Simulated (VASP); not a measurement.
Input of a VASP 6.6.1 run:

INCAR

```
  PREC = Accurate
  ENCUT = 520
  EDIFF = 1E-6
  ISMEAR = 0
  SIGMA = 0.05
  LREAL = Auto
  LASPH = T
  NELM = 60
  ALGO = Normal
  ISIF = 2
  LWAVE = F
  LCHARG = F
  GGA = PE
  IVDW = 12
  IBRION = 2
  NSW = 80
  EDIFFG = -0.03
```

File KPOINTS:

```
Automatic mesh
0
Gamma
  2 2 2
```

Contents of POSCAR:

```
Si16Ge
1.0
    0.0000000000      5.4300000000      5.4300000000
    5.4300000000      0.0000000000      5.4300000000
    5.4300000000      5.4300000000      0.0000000000
Si Ge
16 1
Direct
    0.0000000000      0.0000000000      0.0000000000
    0.1250000000      0.1250000000      0.1250000000
    0.0000000000      0.0000000000      0.5000000000
    0.1250000000      0.1250000000      0.6250000000
    0.0000000000      0.5000000000      0.0000000000
    0.1250000000      0.6250000000      0.1250000000
    0.0000000000      0.5000000000      0.5000000000
    0.1250000000      0.6250000000      0.6250000000
    0.5000000000      0.0000000000      0.0000000000
    0.6250000000      0.1250000000      0.1250000000
    0.5000000000      0.0000000000      0.5000000000
    0.6250000000      0.1250000000      0.6250000000
    0.5000000000      0.5000000000      0.0000000000
    0.6250000000      0.6250000000      0.1250000000
    0.5000000000      0.5000000000      0.5000000000
    0.6250000000      0.6250000000      0.6250000000
    0.3737860400      0.3812277300      0.3752367400
```

Potentials or basis: VASP PAW PBE potentials, release 64 (Si, Ge_d).

Command:

```bash
$ cat potpaw_PBE.64/Si/POTCAR potpaw_PBE.64/Ge_d/POTCAR > POTCAR
$ mpirun -np 1 vasp_std > vasp.out
```

Q: Predict the dispersion energy per atom.

A: -0.333 eV.

Q: Estimate the energy gained by relaxing.

A: 19.8 meV/atom.

Q: Predict the band gap on the k mesh.

A: Zero (bands 39 and 40 overlap by 0.31 eV).

Final structure:
```cif
data_structure
_symmetry_space_group_name_H-M 'P 1'
_symmetry_Int_Tables_number 1
_cell_length_a 7.6792
_cell_length_b 7.6792
_cell_length_c 7.6792
_cell_angle_alpha 60.000
_cell_angle_beta 60.000
_cell_angle_gamma 60.000
_cell_volume 320.21
loop_
_atom_site_label
_atom_site_type_symbol
_atom_site_fract_x
_atom_site_fract_y
_atom_site_fract_z
_atom_site_occupancy
Si1 Si 0.00058 0.00080 0.00062 1
Si2 Si 0.12503 0.12490 0.12500 1
Si3 Si 0.00067 0.00091 0.49785 1
Si4 Si 0.12057 0.12077 0.62934 1
Si5 Si 0.00080 0.49767 0.00085 1
Si6 Si 0.12051 0.62950 0.12055 1
Si7 Si 0.98816 0.50387 0.50395 1
Si8 Si 0.12049 0.62959 0.62957 1
Si9 Si 0.49790 0.00088 0.00068 1
Si10 Si 0.62931 0.12078 0.12063 1
Si11 Si 0.50337 0.98989 0.50335 1
Si12 Si 0.62941 0.12075 0.62941 1
Si13 Si 0.50385 0.50375 0.98852 1
Si14 Si 0.62953 0.62957 0.12054 1
Si15 Si 0.50431 0.50418 0.50428 1
Si16 Si 0.62472 0.62642 0.62505 1
Ge1 Ge 0.37458 0.37701 0.37505 1
```

Caveat: the k points lie up to 0.50 Å⁻¹ apart.
